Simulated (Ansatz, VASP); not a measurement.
One calculation of HgS, two programs

The input INCAR:

```
PREC = Accurate
ENCUT = 500
EDIFF = 1E-6
ISMEAR = 0
SIGMA = 0.05
LREAL = F
LASPH = T
NELM = 120
ALGO = Normal
ISIF = 2
LWAVE = F
LCHARG = F
GGA = PS
NBANDS = 16
GGA_COMPAT = F
```

Contents of KPOINTS:

```
regular mesh
0
Gamma
  8 8 8
```

The input POSCAR:

```
HgS
1.0
    0.0000000000      2.8983269337      2.8983269337
    2.8983269337      0.0000000000      2.8983269337
    2.8983269337      2.8983269337      0.0000000000
Hg S
1 1
Direct
    0.0000000000      0.0000000000      0.0000000000
    0.7500000000      0.7500000000      0.7500000000
```

Input for Ansatz:

```yaml
crystal:
  lattice:
    - [0.0, 2.8983269337, 2.8983269337]
    - [2.8983269337, 0.0, 2.8983269337]
    - [2.8983269337, 2.8983269337, 0.0]
  atoms:
    - { symbol: Hg, position: [0.0, 0.0, 0.0] }
    - { symbol: S, position: [0.75, 0.75, 0.75] }
basis:
  ecutwfc: 420
  ecutrho_ratio: 4
kpoints:
  mp_grid: { grid: [8, 8, 8] }
hamiltonian:
  xc: pbesol
scf:
  occupations: { method: gaussian, width: 0.05 }
output:
  forces: true
  stress: true
  eigenvalues: true
```

Alike in both runs: task single point; functional PBEsol; k mesh 8 × 8 × 8; occupations gaussian, width 0.05 eV; no spin polarisation.

|  | VASP | Ansatz |
| --- | --- | --- |
| version | VASP 6.6.1 | Ansatz 0.2.0 |
| potentials or method | VASP PAW PBE potentials, release 64 (Hg, S), cutoff 500 eV | scalar-relativistic, plane waves, PAW |
| valence electrons in the cell | 18 | 26 |

|  | VASP | Ansatz | Ansatz less VASP |
| --- | --- | --- | --- |
| gap on the k mesh at the Fermi level (eV) | none | none | - |
| pressure (GPa) | 3.2 | 2.7 | -0.43 |

VASP's potentials were made for PBE, not for PBEsol. A gap of «none» marks a metal or a gap that the smearing closes. VASP's potentials hold 18 valence electrons a cell and Ansatz's 26, so a difference there can come from the potentials and not from the codes.

Neither program's run includes spin-orbit coupling.
